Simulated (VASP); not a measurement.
Set up this calculation in VASP 6.6.1, as the native input.

```yaml
Task: single point
Functional: PBE
Potentials_or_basis: VASP PAW PBE potentials, release 64 (Bi_d, Cl)
Cutoff: 520 eV
k_mesh: 10 × 10 × 10
Occupations: gaussian, width 0.1077 eV
Spin: no spin polarisation
Dipole_correction: no
Further_INCAR_settings: ALGO = Normal; EDIFF = 1e-07; NBANDS = 22
```

The structure of BiCl2 lies in POSCAR:

```
BiCl2
1.0
    1.2519240000     -3.8496040000      0.0000000000
    0.0000000000      2.1283680000     -3.4433750000
    6.5446220000      0.0000000000      0.0000000000
Bi Cl
1 2
Direct
    0.0000000000      0.0000000000      0.0000000000
    0.5000000000      0.7500000000      0.7500000000
    0.5000000000      0.2500000000      0.2500000000
```

One way to write it, as run:

INCAR

```
PREC = Accurate
ENCUT = 520
EDIFF = 1E-7
ISMEAR = 0
SIGMA = 0.1077
LREAL = F
LASPH = T
NELM = 60
ALGO = Normal
ISIF = 2
LWAVE = F
LCHARG = T
GGA = PE
LELF = T
LVHAR = T
NBANDS = 22
```

KPOINTS

```
regular mesh
0
Gamma
  10 10 10
```

Potentials or basis: VASP PAW PBE potentials, release 64 (Bi_d, Cl).

Launch:

```sh
$ cat potpaw_PBE.64/Bi_d/POTCAR potpaw_PBE.64/Cl/POTCAR > POTCAR
$ mpirun -np 1 vasp_std > vasp.out
```

Results of the run:

```
Pressure      : 6.6 GPa
Largest force : 0.399 eV/Å
```

Caveat: this functional lacks dispersion, which binds the layers, so the pressure and a relaxed spacing across them are unreliable; an odd number of electrons without spin polarisation forces a metal; a magnetic or distorted state may lie lower.

It took 2.9 min on 1 thread of Intel(R) Xeon(R) Platinum 8488C (Sapphire Rapids), with other jobs on the host, peak memory 0.33 GiB.
